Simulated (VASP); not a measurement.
A run of VASP 6.6.1 is set up as follows.

INCAR

```
SYSTEM = K
PREC     = Accurate       ! precision mode
ENCUT    = 520            ! plane-wave cutoff, eV
EDIFF    = 1E-6           ! SCF threshold, eV
ISMEAR   = -1             ! smearing method
SIGMA    = 0.05           ! smearing width, eV
LREAL    = .FALSE.        ! projectors in reciprocal space
LASPH    = .TRUE.         ! aspherical terms in the spheres
NELM     = 100            ! most SCF steps
ALGO     = Normal         ! electronic algorithm
ISIF     = 2              ! what is computed and relaxed
LWAVE    = .FALSE.        ! write WAVECAR
LCHARG   = .TRUE.         ! write CHGCAR
GGA      = PE             ! functional
LELF     = .TRUE.         ! ELF
LVHAR    = .TRUE.       
NBANDS   = 20             ! bands
```

The input KPOINTS:

```
regular mesh
0
G
  6 6 8
  0 0 0
```

POSCAR

```
K
1.0
    6.7166818367      0.0000000000      0.0000000000
   -3.3583409184      5.8168170998      0.0000000000
    0.0000000000      0.0000000000      3.9693759804
K
3
Direct
    0.0000000000      0.0000000000      0.0000000000
    0.3333333333      0.6666666667      0.5000000000
    0.6666666667      0.3333333333      0.5000000000
```

Potentials or basis: VASP PAW PBE potentials, release 64 (K_sv).

Command:

```console
$ cat potpaw_PBE.64/K_sv/POTCAR > POTCAR
$ mpirun -np 1 vasp_std > vasp.out
```

Estimate the pressure.

2.5 GPa.

Estimate the band gap on the k mesh.

zero (an odd number of electrons rules out a gap without spin polarisation).
